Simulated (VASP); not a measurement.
A run of VASP 6.6.1:

The input INCAR:

```
SYSTEM = RbSiPb
PREC = Accurate ; ENCUT = 520
EDIFF = 1E-7 ; ISMEAR = 0
SIGMA = 0.1 ; LREAL = .FALSE.
LASPH = .TRUE. ; NELM = 80
ALGO = Fast ; ISIF = 2
LWAVE = .FALSE. ; LCHARG = .FALSE.
GGA = PE ; NBANDS = 20
```

KPOINTS

```
Automatic mesh
0
G
  4 4 4
  0 0 0
```

The input POSCAR:

```
RbSiPb
1.0
    4.4398900900      0.0000000000      0.0000000000
    0.0000000000      4.4398900900      0.0000000000
    0.0000000000      0.0000000000      4.7141558700
Rb Si Pb
1 1 1
Direct
    0.0000000000      0.0000000000      0.5000000000
    0.0000000000      0.0000000000      0.0000000000
    0.5000000000      0.5000000000      0.0000000000
```

Potentials or basis: VASP PAW PBE potentials, release 64 (Rb_sv, Si, Pb_d).

Command:

```console
$ cat potpaw_PBE.64/Rb_sv/POTCAR potpaw_PBE.64/Si/POTCAR potpaw_PBE.64/Pb_d/POTCAR > POTCAR
$ mpirun -np 1 vasp_std > vasp.out
```

Hardware: 1 thread of Intel(R) Xeon(R) Platinum 8259CL CPU @ 2.50GHz (Skylake/Cascade Lake) (shared host).

Question: Estimate the wall time of this run.

Answer: Run time: 81 s on 1 thread of Intel(R) Xeon(R) Platinum 8259CL CPU @ 2.50GHz (Skylake/Cascade Lake) (shared host), peak memory 0.22 GiB. Counts: scf iterations 24, k points 18.
